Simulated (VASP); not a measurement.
# CaB2 (P6/mmm) in VASP: further runs

Aim: see how the results for CaB2 move with the level of theory and the settings. Levels: PBE, PBE+D3(BJ). Tasks: single point.

Everything below comes from runs of VASP 6.6.1. Logs are shortened: lines on timing, memory, paths and dates and some standing lists are left out, and cuts for length are marked.

### Step 1. The cell of the first run

The structure is hexagonal, space group P6/mmm (No. 191). The conventional cell has a = 3.226 Å, b = 3.226 Å, c = 4.067 Å, α = 90.00°, β = 90.00°, γ = 120.00°. Ca (site symmetry 6/mmm) has 12 B at 2.76 Å and 6 Ca at 3.23 Å within 3.6 Å. B (site symmetry -6m2) has 3 B at 1.86 Å within 2.5 Å.

### Step 2. Single point, PBE

Contents of INCAR:

```
SYSTEM = CaB2
ALGO     = Normal         ! electronic algorithm
EDIFF    = 1E-6           ! SCF threshold, eV
ENCUT    = 500            ! plane-wave cutoff, eV
GGA      = PE             ! functional
GGA_COMPAT= .False.      
ISIF     = 2              ! what is computed and relaxed
ISMEAR   = -1             ! smearing method
LASPH    = .True.         ! aspherical terms in the spheres
LCHARG   = .False.        ! write CHGCAR
LREAL    = .False.        ! projectors in reciprocal space
LWAVE    = .False.        ! write WAVECAR
NBANDS   = 15             ! bands
NELM     = 120            ! most SCF steps
PREC     = Accurate       ! precision mode
SIGMA    = 0.006          ! smearing width, eV
```

Contents of KPOINTS:

```
k-points
0
Gamma
  6 6 4
  0 0 0
```

Contents of POSCAR:

```
CaB2
1.0
    3.2264302843      0.0000000000      0.0000000000
   -1.6132151421      2.7941705897      0.0000000000
    0.0000000000      0.0000000000      4.0673920000
Ca B
1 2
Direct
    0.0000000000      0.0000000000      0.0000000000
    0.3333333333      0.6666666667      0.5000000000
    0.6666666667      0.3333333333      0.5000000000
```

Potentials or basis: VASP PAW PBE potentials, release 64 (Ca_sv, B).

Launch:

```console
$ cat potpaw_PBE.64/Ca_sv/POTCAR potpaw_PBE.64/B/POTCAR > POTCAR
$ mpirun -np 1 vasp_std > vasp.out
```

OUTCAR:

```text
SYSTEM = CaB2
   EDIFF = 1E-6
   ENCUT = 500
   GGA = PE
   ISIF = 2
   ISMEAR = -1
   LASPH = .True.
   LREAL = .False.
   NELM = 120
   PREC = Accurate

 ion  position               nearest neighbor table
   1  0.000  0.000  0.000-
   2  0.333  0.667  0.500-   3 1.86   3 1.86   3 1.86
   3  0.667  0.333  0.500-   2 1.86   2 1.86   2 1.86

  LATTYP: Found a hexagonal cell.
 ALAT       =     3.2264302843
 C/A-ratio  =     1.2606477257

  Lattice vectors:

 A1 = (   3.2264302843,   0.0000000000,   0.0000000000)
 A2 = (  -1.6132151421,   2.7941705897,   0.0000000000)
 A3 = (   0.0000000000,   0.0000000000,   4.0673920000)

Analysis of symmetry for initial positions (statically):
=====================================================================
 Subroutine PRICEL returns:
 Original cell was already a primitive cell.

 Routine SETGRP: Setting up the symmetry group for a
 hexagonal supercell.

 Subroutine GETGRP returns: Found 24 space group operations
 (whereof 24 operations were pure point group operations)
 out of a pool of 24 trial point group operations.

The static configuration has the point symmetry D_6h.

Analysis of symmetry for dynamics (positions and initial velocities):
=====================================================================
 Subroutine PRICEL returns:
 Original cell was already a primitive cell.

 Routine SETGRP: Setting up the symmetry group for a
 hexagonal supercell.

 Subroutine GETGRP returns: Found 24 space group operations
 (whereof 24 operations were pure point group operations)
 out of a pool of 24 trial point group operations.

The dynamic configuration has the point symmetry D_6h.

 Subroutine INISYM returns: Found 24 space group operations
 (whereof 24 operations are pure point group operations),
 and found     1 'primitive' translations

----------------------------------------------------------------------------------------

                                     Primitive cell

  volume of cell :      36.6683

  direct lattice vectors                    reciprocal lattice vectors
     3.226430284  0.000000000  0.000000000     0.309940061  0.178943978  0.000000000
    -1.613215142  2.794170590  0.000000000     0.000000000  0.357887956  0.000000000
     0.000000000  0.000000000  4.067392000     0.000000000  0.000000000  0.245857788

  length of vectors
     3.226430284  3.226430284  4.067392000     0.357887956  0.357887956  0.245857788

  position of ions in fractional coordinates (direct lattice)
     0.000000000  0.000000000  0.000000000
     0.333333333  0.666666667  0.500000000
     0.666666667  0.333333333  0.500000000

  ion indices of the primitive-cell ions
   primitive index   ion index
                 1           1
                 2           2
                 3           3

----------------------------------------------------------------------------------------

 KPOINTS: k-points

Automatic generation of k-mesh.
 Grid dimensions read from file:
 generate k-points for:    6    6    4

 Generating k-lattice:

  Cartesian coordinates                     Fractional coordinates (reciprocal lattice)
     0.051656677  0.029823996  0.000000000     0.166666667  0.000000000  0.000000000
     0.000000000  0.059647993  0.000000000     0.000000000  0.166666667  0.000000000
     0.000000000  0.000000000  0.061464447     0.000000000  0.000000000  0.250000000

  Length of vectors
     0.059647993  0.059647993  0.061464447

  Shift w.r.t. Gamma in fractional coordinates (k-lattice)
     0.000000000  0.000000000  0.000000000

 Subroutine IBZKPT returns following result:
 ===========================================

 Found     21 irreducible k-points:

 Following reciprocal coordinates:
            Coordinates               Weight
  0.000000  0.000000  0.000000      1.000000
  0.166667 -0.000000  0.000000      6.000000
  0.333333 -0.000000  0.000000      6.000000
  0.500000 -0.000000  0.000000      3.000000
  0.166667  0.166667  0.000000      6.000000
  0.333333  0.166667  0.000000     12.000000
[... 13 lines left out ...]
  0.333333  0.166667  0.500000     12.000000
  0.333333  0.333333  0.500000      2.000000
   k-points           NKPTS =     21   k-points in BZ     NKDIM =     21   number of bands    NBANDS=     15
   number of dos      NEDOS =    301   number of ions     NIONS =      3
   total plane-waves  NPLWV =  17280
   dimension x,y,z NGX =    24 NGY =   24 NGZ =   30
   dimension x,y,z NGXF=    48 NGYF=   48 NGZF=   60
   ions per type =               1   2
   NGX,Y,Z   is equivalent  to a cutoff of  12.37, 12.37, 12.26 a.u.
   NGXF,Y,Z  is equivalent  to a cutoff of  24.73, 24.73, 24.52 a.u.
 SYSTEM =  CaB2
   PREC   = accura    normal or accurate (medium, high low for compatibility)
   ISTART =      0    job   : 0-new  1-cont  2-samecut
   ICHARG =      2    charge: 1-file 2-atom 10-const
   ISPIN  =      1    spin polarized calculation?
   LNONCOLLINEAR =      F non collinear calculations
   LSORBIT =      F    spin-orbit coupling
   LASPH  =      T    aspherical Exc in radial PAW
   ENCUT  =  500.0 eV  36.75 Ry    6.06 a.u.   5.88  5.88  7.42*2*pi/ulx,y,z
   NELM   =    120;   NELMIN=  2; NELMDL= -5     # of ELM steps
   EDIFF  = 0.1E-05   stopping-criterion for ELM
   LREAL  =      F    real-space projection
   EDIFFG = 0.1E-04   stopping-criterion for IOM
   NSW    =      0    number of steps for IOM
   IBRION =     -1    ionic relax: 0-MD 1-quasi-New 2-CG
   NFREE  =      0    steps in history (QN), initial steepest desc. (CG)
   ISIF   =      2    stress and relaxation
   ISYM   =      2    0-nonsym 1-usesym 2-fastsym
   POTIM  = 0.5000    time-step for ionic-motion
   TEBEG  =    0.0;   TEEND  =   0.0 temperature during run
   PSTRESS=    0.0 pullay stress
   NELECT =      16.0000    total number of electrons
   NUPDOWN=      -1.0000    fix difference up-down
   EMIN   =  10.00;   EMAX   =-10.00  energy-range for DOS
   EFERMI =   0.00;   METHOD = LEGACY
   ISMEAR =    -1;   SIGMA  =   0.01  broadening in eV -4-tet -1-fermi 0-gaus
   EFERMI_NEDOS =   21; number of points for ismear=-14 and -15
   IALGO  =     38    algorithm
   IMIX   =      4    mixing-type and parameters
     AMIX     =   0.40;   BMIX     =  1.00
     AMIX_MAG =   1.60;   BMIX_MAG =  1.00
  volume/ion in A,a.u.               =      12.22        82.48
  Fermi-wavevector in a.u.,A,eV,Ry     =   1.241703  2.346479 20.977823  1.541826
  Thomas-Fermi vector in A             =   2.376089
   LORBIT       =      0    0 simple, 1 ext, 2 COOP (PROOUT), +10 PAW based schemes
   GGA     = PE    functional components
   LHFCALC =     F    Hartree Fock is set to
   AEXX    =    0.0000 exact exchange contribution
   IVDW    =     0    specifies the selected vdW correction
   LEPSILON=     F    determine dielectric tensor
   LRPA    =     F    only Hartree local field effects (RPA)
 non-spin polarized calculation
  energy-cutoff  :      500.00
  volume of cell :       36.67
 maximum number of plane-waves:       945
 NGX is ok and might be reduce to    24
   NGX = 11   NGY = 11   NGZ = 15

 number of electron      16.0000004 magnetization

 Free energy of the ion-electron system (eV)
  ---------------------------------------------------
  ext. energy  EPLUGINS =         0.00000000
  ---------------------------------------------------
  free energy    TOTEN  =       -15.71020530 eV

  energy without entropy =      -15.70958334  energy(sigma->0) =      -15.70989432

 E-fermi :   4.6685     XC(G=0): -10.8044

 val. band max:        4.6480398934   @ k =   0.1667  -0.0000   0.2500
 cond. band min:       4.6750645559   @ k =   0.3333   0.3333   0.0000
 fundamental gap:      0.0270246625
 Fermi energy:         4.6685056570

 k-point     1 :       0.0000    0.0000    0.0000
  band No.  band energies     occupation
      1     -35.1578      2.00000
      2     -16.1309      2.00000
      3     -15.9581      2.00000
      4     -15.9581      2.00000
      5      -5.6902      2.00000
      6       2.8910      2.00000
      7       5.0139      0.00000
      8       5.0798      0.00000
      9       5.0798      0.00000
     10      10.0110      0.00000
     11      10.0110      0.00000
     12      10.8554      0.00000
     13      11.5905      0.00000
     14      11.7792      0.00000
     15      11.7792      0.00000

 k-point     2 :       0.1667   -0.0000    0.0000
  band No.  band energies     occupation
      1     -35.1299      2.00000
      2     -16.1593      2.00000
      3     -16.0915      2.00000
      4     -16.0003      2.00000
      5      -5.2156      2.00000
      6       2.9256      2.00000
      7       3.4383      2.00000
      8       4.6404      1.98174
      9       5.5677      0.00000
     10       8.9940      0.00000
     11      10.0573      0.00000
     12      10.5875      0.00000
     13      10.6186      0.00000
     14      11.5900      0.00000
     15      12.5161      0.00000

 k-point     3 :       0.3333   -0.0000    0.0000
  band No.  band energies     occupation
      1     -35.0737      2.00000
      2     -16.5395      2.00000
      3     -16.0834      2.00000
      4     -16.0118      2.00000
      5      -3.8965      2.00000
      6       0.6814      2.00000
      7       3.0950      2.00000
      8       3.8949      2.00000
      9       5.9086      0.00000
     10       8.7957      0.00000
     11       9.2627      0.00000
     12      10.1134      0.00000
     13      11.0986      0.00000
     14      11.2746      0.00000
     15      13.2430      0.00000

 k-point     4 :       0.5000   -0.0000    0.0000
  band No.  band energies     occupation
      1     -35.0452      2.00000
      2     -16.7201      2.00000
      3     -16.1243      2.00000
      4     -15.9714      2.00000
      5      -2.1241      2.00000
      6      -1.6232      2.00000
      7       3.2582      2.00000
      8       3.5767      2.00000
      9       5.6204      0.00000
     10       7.8287      0.00000
     11       9.9004      0.00000
     12      10.9478      0.00000
     13      11.2053      0.00000
     14      11.9266      0.00000
     15      13.2615      0.00000
[... 253 lines left out ...]
 k-point    19 :       0.1667    0.1667    0.5000
  band No.  band energies     occupation
      1     -35.0837      2.00000
      2     -16.3917      2.00000
      3     -16.1434      2.00000
      4     -16.0932      2.00000
      5      -3.8113      2.00000
      6       1.6923      2.00000
      7       1.9230      2.00000
      8       3.1638      2.00000
      9       5.9502      0.00000
     10       9.1681      0.00000
     11      10.4826      0.00000
     12      10.6036      0.00000
     13      10.7714      0.00000
     14      13.1624      0.00000
     15      13.7774      0.00000

 k-point    20 :       0.3333    0.1667    0.5000
  band No.  band energies     occupation
      1     -35.0415      2.00000
      2     -16.6015      2.00000
      3     -16.2174      2.00000
      4     -16.0628      2.00000
      5      -2.7200      2.00000
      6      -0.2443      2.00000
      7       2.2170      2.00000
      8       3.3202      2.00000
      9       4.6890      0.06352
     10      10.0757      0.00000
     11      10.9582      0.00000
     12      11.5096      0.00000
     13      11.5718      0.00000
     14      12.5224      0.00000
     15      12.6552      0.00000

 k-point    21 :       0.3333    0.3333    0.5000
  band No.  band energies     occupation
      1     -35.0273      2.00000
      2     -16.4680      2.00000
      3     -16.4680      2.00000
      4     -16.0362      2.00000
      5      -1.4578      2.00000
      6      -1.4578      2.00000
      7       1.3355      2.00000
      8       4.2882      2.00000
      9       4.2882      2.00000
     10      10.5032      0.00000
     11      11.3324      0.00000
     12      11.3324      0.00000
     13      11.7804      0.00000
     14      11.7804      0.00000
     15      13.0205      0.00000

------------------------ aborting loop because EDIFF is reached ----------------------------------------

  FORCE on cell =-STRESS in cart. coord.  units (eV):
  Direction    XX          YY          ZZ          XY          YZ          ZX
  --------------------------------------------------------------------------------------
  -------------------------------------------------------------------------------------
  Total        0.1667249      0.1667249     -0.2574038      0.0000000     -0.0000000      0.0000000
  in kB        7.2848367      7.2848367    -11.2469362      0.0000000     -0.0000000      0.0000000
  external PRESSURE =       1.1075791 kB  Pullay stress =       0.0000000 kB

 VOLUME and BASIS-vectors are now :
 -----------------------------------------------------------------------------
  energy-cutoff  :      500.00
  volume of cell :       36.67
      direct lattice vectors                 reciprocal lattice vectors
     3.226430284  0.000000000  0.000000000     0.309940061  0.178943978  0.000000000
    -1.613215142  2.794170590  0.000000000     0.000000000  0.357887956  0.000000000
     0.000000000  0.000000000  4.067392000     0.000000000  0.000000000  0.245857788

 POSITION                                       TOTAL-FORCE (eV/Angst)
 -----------------------------------------------------------------------------------
      0.00000      0.00000      0.00000         0.000000     -0.000000      0.000000
     -0.00000      1.86278      2.03370         0.000000      0.000000      0.000000
      1.61322      0.93139      2.03370        -0.000000      0.000000     -0.000000
 -----------------------------------------------------------------------------------
    total drift:                               -0.000000      0.000000      0.000000

  FREE ENERGIE OF THE ION-ELECTRON SYSTEM (eV)
  ---------------------------------------------------
  free  energy   TOTEN  =       -15.7102052981 eV

  energy  without entropy=      -15.7095833396  energy(sigma->0) =      -15.70989432
```

Wall time 8.4 s (1 thread of Intel Xeon 6975P-C (Granite Rapids), shared host); peak memory 0.14 GiB.

What came out:

```yaml
Free_energy: -15.7102 eV
Pressure: 0.1 GPa
Band_gap_on_the_k_mesh: zero (bands 8 and 9 overlap by 1.72 eV)
```

Stress tensor (GPa, compression positive):
```
 0.73  0.00  0.00
 0.00  0.73  0.00
 0.00  0.00 -1.12
```

Caveat: the k points lie up to 0.39 Å⁻¹ apart, too coarse for converged energies and pressures of a metal.

[end of part 1 of 3]
